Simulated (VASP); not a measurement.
# Sb (R-3m) in VASP: notebook, part 2 of 2

VASP 6.6.1. Earlier steps stand in the parts before.

## 4. Single point, r2SCAN

This run uses another cell than the first one, of 29.00 Å³/atom.

File POSCAR:

```
Sb
1.0
    2.1250856202      1.2269187549      3.7072099901
   -2.1250856202      1.2269187549      3.7072099901
    0.0000000000     -2.4538375098      3.7072099901
Sb
2
Direct
    0.7665100000      0.7665100000      0.7665100000
    0.2334900000      0.2334900000      0.2334900000
```

File INCAR.step1:

```
SYSTEM = Sb
  ALGO = Normal
  EDIFF = 1E-5
  ENCUT = 550
  GGA = PE
  GGA_COMPAT = .FALSE.
  ISMEAR = -1
  LASPH = .TRUE.
  LCHARG = .FALSE.
  LREAL = .FALSE.
  LWAVE = .TRUE.
  NBANDS = 22
  NELM = 120
  PREC = Accurate
  SIGMA = 0.05
```

File INCAR.step2:

```
SYSTEM = Sb
  ALGO = Normal
  EDIFF = 1E-6
  ENCUT = 550
  GGA_COMPAT = .FALSE.
  ISIF = 2
  ISMEAR = -1
  ISTART = 1
  LASPH = .TRUE.
  LCHARG = .FALSE.
  LMIXTAU = .TRUE.
  LREAL = .FALSE.
  LWAVE = .FALSE.
  METAGGA = R2SCAN
  NBANDS = 22
  NELM = 120
  PREC = Accurate
  SIGMA = 0.05
```

File KPOINTS:

```
k-points
0
G
  8 8 8
  0 0 0
```

Potentials or basis: VASP PAW PBE potentials, release 64 (Sb_d_GW).

Command:

```
cat potpaw_PBE.64/Sb_d_GW/POTCAR > POTCAR
cp INCAR.step1 INCAR
mpirun -np 1 vasp_std > vasp.out
cp INCAR.step2 INCAR
mpirun -np 1 vasp_std > vasp.out
```

OUTCAR:

```text
SYSTEM = Sb
   EDIFF = 1E-6
   ENCUT = 550
   ISIF = 2
   ISMEAR = -1
   ISTART = 1
   LASPH = .TRUE.
   LREAL = .FALSE.
   METAGGA = R2SCAN
   NELM = 120
   PREC = Accurate

 ion  position               nearest neighbor table
   1  0.767  0.767  0.767-   2 2.87   2 2.87   2 2.87   2 3.31   2 3.31   2 3.31
   2  0.233  0.233  0.233-   1 2.87   1 2.87   1 2.87   1 3.31   1 3.31   1 3.31

  LATTYP: Found a trigonal (rhomboedric) cell.
 ALAT       =     4.4457535284
 COS(alpha) =     0.5430253624

  Lattice vectors:

 A1 = (   2.1250856202,   1.2269187549,   3.7072099901)
 A2 = (  -2.1250856202,   1.2269187549,   3.7072099901)
 A3 = (   0.0000000000,  -2.4538375098,   3.7072099901)

Analysis of symmetry for initial positions (statically):
=====================================================================
 Subroutine PRICEL returns:
 Original cell was already a primitive cell.

 Routine SETGRP: Setting up the symmetry group for a
 trigonal (rhombohedral) supercell.

 Subroutine GETGRP returns: Found 12 space group operations
 (whereof 12 operations were pure point group operations)
 out of a pool of 12 trial point group operations.

The static configuration has the point symmetry D_3d.

Analysis of symmetry for dynamics (positions and initial velocities):
=====================================================================
 Subroutine PRICEL returns:
 Original cell was already a primitive cell.

 Routine SETGRP: Setting up the symmetry group for a
 trigonal (rhombohedral) supercell.

 Subroutine GETGRP returns: Found 12 space group operations
 (whereof 12 operations were pure point group operations)
 out of a pool of 12 trial point group operations.

The dynamic configuration has the point symmetry D_3d.

 Subroutine INISYM returns: Found 12 space group operations
 (whereof 12 operations are pure point group operations),
 and found     1 'primitive' translations

----------------------------------------------------------------------------------------

                                     Primitive cell

  volume of cell :      57.9950

  direct lattice vectors                    reciprocal lattice vectors
     2.125085620  1.226918755  3.707209990     0.235284638  0.135841649  0.089914878
    -2.125085620  1.226918755  3.707209990    -0.235284638  0.135841649  0.089914878
     0.000000000 -2.453837510  3.707209990     0.000000000 -0.271683298  0.089914878

  length of vectors
     4.445753528  4.445753528  4.445753528     0.286175644  0.286175644  0.286175644

  position of ions in fractional coordinates (direct lattice)
     0.766510000  0.766510000  0.766510000
     0.233490000  0.233490000  0.233490000

  ion indices of the primitive-cell ions
   primitive index   ion index
                 1           1
                 2           2

----------------------------------------------------------------------------------------

 KPOINTS: k-points

Automatic generation of k-mesh.
 Grid dimensions read from file:
 generate k-points for:    8    8    8

 Generating k-lattice:

  Cartesian coordinates                     Fractional coordinates (reciprocal lattice)
     0.029410580  0.016980206  0.011239360     0.125000000  0.000000000  0.000000000
    -0.029410580  0.016980206  0.011239360     0.000000000  0.125000000  0.000000000
     0.000000000 -0.033960412  0.011239360     0.000000000  0.000000000  0.125000000

  Length of vectors
     0.035771956  0.035771956  0.035771956

  Shift w.r.t. Gamma in fractional coordinates (k-lattice)
     0.000000000  0.000000000  0.000000000

 Subroutine IBZKPT returns following result:
 ===========================================

 Found     65 irreducible k-points:

 Following reciprocal coordinates:
            Coordinates               Weight
  0.000000  0.000000  0.000000      1.000000
  0.125000  0.000000  0.000000      6.000000
  0.250000  0.000000  0.000000      6.000000
  0.375000  0.000000  0.000000      6.000000
  0.500000  0.000000  0.000000      3.000000
  0.125000  0.125000  0.000000      6.000000
[... 16 lines left out ...]
  0.250000  0.125000  0.125000      6.000000
  0.375000  0.125000  0.125000      6.000000
 [... further k-points ...]
   k-points           NKPTS =     65   k-points in BZ     NKDIM =     65   number of bands    NBANDS=     22
   number of dos      NEDOS =    301   number of ions     NIONS =      2
   total plane-waves  NPLWV =  46656
   dimension x,y,z NGX =    36 NGY =   36 NGZ =   36
   dimension x,y,z NGXF=    72 NGYF=   72 NGZF=   72
   ions per type =               2
   NGX,Y,Z   is equivalent  to a cutoff of  13.46, 13.46, 13.46 a.u.
   NGXF,Y,Z  is equivalent  to a cutoff of  26.92, 26.92, 26.92 a.u.
 SYSTEM =  Sb
   PREC   = accura    normal or accurate (medium, high low for compatibility)
   ISTART =      1    job   : 0-new  1-cont  2-samecut
   ICHARG =      0    charge: 1-file 2-atom 10-const
   ISPIN  =      1    spin polarized calculation?
   LNONCOLLINEAR =      F non collinear calculations
   LSORBIT =      F    spin-orbit coupling
   LASPH  =      T    aspherical Exc in radial PAW
   ENCUT  =  550.0 eV  40.42 Ry    6.36 a.u.   8.50  8.50  8.50*2*pi/ulx,y,z
   NELM   =    120;   NELMIN=  2; NELMDL=  0     # of ELM steps
   EDIFF  = 0.1E-05   stopping-criterion for ELM
   LREAL  =      F    real-space projection
   EDIFFG = 0.1E-04   stopping-criterion for IOM
   NSW    =      0    number of steps for IOM
   IBRION =     -1    ionic relax: 0-MD 1-quasi-New 2-CG
   NFREE  =      0    steps in history (QN), initial steepest desc. (CG)
   ISIF   =      2    stress and relaxation
   ISYM   =      2    0-nonsym 1-usesym 2-fastsym
   POTIM  = 0.5000    time-step for ionic-motion
   TEBEG  =    0.0;   TEEND  =   0.0 temperature during run
   PSTRESS=    0.0 pullay stress
   NELECT =      30.0000    total number of electrons
   NUPDOWN=      -1.0000    fix difference up-down
   EMIN   =  10.00;   EMAX   =-10.00  energy-range for DOS
   EFERMI =   0.00;   METHOD = LEGACY
   ISMEAR =    -1;   SIGMA  =   0.05  broadening in eV -4-tet -1-fermi 0-gaus
   EFERMI_NEDOS =   21; number of points for ismear=-14 and -15
   IALGO  =     38    algorithm
   IMIX   =      4    mixing-type and parameters
     AMIX     =   0.40;   BMIX     =  1.00
     AMIX_MAG =   1.60;   BMIX_MAG =  1.00
  volume/ion in A,a.u.               =      29.00       195.68
  Fermi-wavevector in a.u.,A,eV,Ry     =   1.314170  2.483422 23.497859  1.727044
  Thomas-Fermi vector in A             =   2.444442
   LORBIT       =      0    0 simple, 1 ext, 2 COOP (PROOUT), +10 PAW based schemes
   METAGGA = R2SCAN    functional components
   LHFCALC =     F    Hartree Fock is set to
   AEXX    =    0.0000 exact exchange contribution
   IVDW    =     0    specifies the selected vdW correction
   LEPSILON=     F    determine dielectric tensor
   LRPA    =     F    only Hartree local field effects (RPA)
 non-spin polarized calculation
  energy-cutoff  :      550.00
  volume of cell :       58.00
 maximum number of plane-waves:      1721
 NGX is ok and might be reduce to    36
   NGX = 17   NGY = 17   NGZ = 17

 number of electron      30.0000000 magnetization

 Free energy of the ion-electron system (eV)
  ---------------------------------------------------
  ext. energy  EPLUGINS =         0.00000000
  ---------------------------------------------------
  free energy    TOTEN  =       -51.40337230 eV

  energy without entropy =      -51.40057465  energy(sigma->0) =      -51.40197348

 E-fermi :   5.9601     XC(G=0): -10.8735

 val. band max:        5.9397658502   @ k =   0.3750   0.1250   0.1250
 cond. band min:       5.9857075474   @ k =   0.3750   0.2500   0.2500
 fundamental gap:      0.0459416972
 Fermi energy:         5.9600647108

 k-point     1 :       0.0000    0.0000    0.0000
  band No.  band energies     occupation
      1     -24.6334      2.00000
      2     -24.6334      2.00000
      3     -24.5212      2.00000
      4     -24.5212      2.00000
      5     -24.4906      2.00000
      6     -24.3773      2.00000
[... 14 lines left out ...]
     21      11.4372      0.00000
     22      12.7974      0.00000
[... 552 lines left out ...]
  band No.  band energies     occupation
      1     -24.5929      2.00000
      2     -24.5820      2.00000
      3     -24.4994      2.00000
      4     -24.4944      2.00000
      5     -24.4695      2.00000
      6     -24.3977      2.00000
[... 14 lines left out ...]
     21      13.5635      0.00000
     22      15.6093      0.00000

 [... further k-points ...]

------------------------ aborting loop because EDIFF is reached ----------------------------------------

  FORCE on cell =-STRESS in cart. coord.  units (eV):
  Direction    XX          YY          ZZ          XY          YZ          ZX
  --------------------------------------------------------------------------------------
  -------------------------------------------------------------------------------------
  Total        1.6928669      1.6928669      1.4065859      0.0000000     -0.0000000      0.0000000
  in kB       46.7673451     46.7673451     38.8585124      0.0000000     -0.0000000      0.0000000
  external PRESSURE =      44.1310676 kB  Pullay stress =       0.0000000 kB

 VOLUME and BASIS-vectors are now :
 -----------------------------------------------------------------------------
  energy-cutoff  :      550.00
  volume of cell :       58.00
      direct lattice vectors                 reciprocal lattice vectors
     2.125085620  1.226918755  3.707209990     0.235284638  0.135841649  0.089914878
    -2.125085620  1.226918755  3.707209990    -0.235284638  0.135841649  0.089914878
     0.000000000 -2.453837510  3.707209990     0.000000000 -0.271683298  0.089914878

 POSITION                                       TOTAL-FORCE (eV/Angst)
 -----------------------------------------------------------------------------------
      0.00000      0.00000      8.52484         0.000000      0.000000     -0.239222
      0.00000      0.00000      2.59679         0.000000     -0.000000      0.239222
 -----------------------------------------------------------------------------------
    total drift:                                0.000000     -0.000000      0.000000

  FREE ENERGIE OF THE ION-ELECTRON SYSTEM (eV)
  ---------------------------------------------------
  free  energy   TOTEN  =       -51.4033722961 eV

  energy  without entropy=      -51.4005746543  energy(sigma->0) =      -51.40197348
```

Run time: 2.6 min. Hardware: 1 thread of Intel Xeon 6975P-C (Granite Rapids), shared host; peak memory 0.27 GiB.

Results:

* Free energy: -51.4034 eV
* Pressure: 4.4 GPa
* Largest force: 0.239 eV/Å
* Band gap on the k mesh: zero (bands 15 and 16 overlap by 0.23 eV)

Forces in eV/Å, atoms in the order of the input:
```
Sb   0.000  0.000 -0.239
Sb   0.000  0.000  0.239
```

Caveat: the cell stands under pressure; the PAW data sets were made with another functional, which shifts forces and pressure a little; spin-orbit coupling is left out, which moves the levels of the heavy elements.

## 5. Overview

```tsv
level	cell	k mesh	cutoff (eV)	grid for exact exchange (PRECFOCK)	share of exact exchange	screening parameter	gap on the mesh (eV)	pressure (GPa)	largest force (eV/Å)
PBE0	a = 4.595 Å, angles 57.1°, 2 atoms, atomic positions A	4 × 4 × 4	400	Normal	0.25	-	0.97	-2.9	0.65
PBEsol-based screened hybrid with 25 % exact exchange	a = 4.491 Å, angles 57.5°, 2 atoms, atomic positions B	4 × 4 × 4	400	Normal	0.25	0.207 1/Å	-	-0.3	-
r2SCAN	a = 4.446 Å, angles 57.1°, 2 atoms, atomic positions A	8 × 8 × 8	550	-	-	-	none	4.4	0.24
```

Alike in all rows: task single point; potentials or basis VASP PAW PBE potentials, release 64 (Sb_d_GW); no spin polarisation; smearing fermi-dirac 0.05 eV.

Caveats: some runs use coarse meshes; the PAW data sets were made with another functional, which shifts forces and pressure a little; spin-orbit coupling is left out, which moves the levels of the heavy elements; the cell stands under pressure (at least some runs).

Absolute energies hang on the potentials; compare differences alone.

The gap in the log of VASP goes by the Fermi energy; the results here count the filled bands.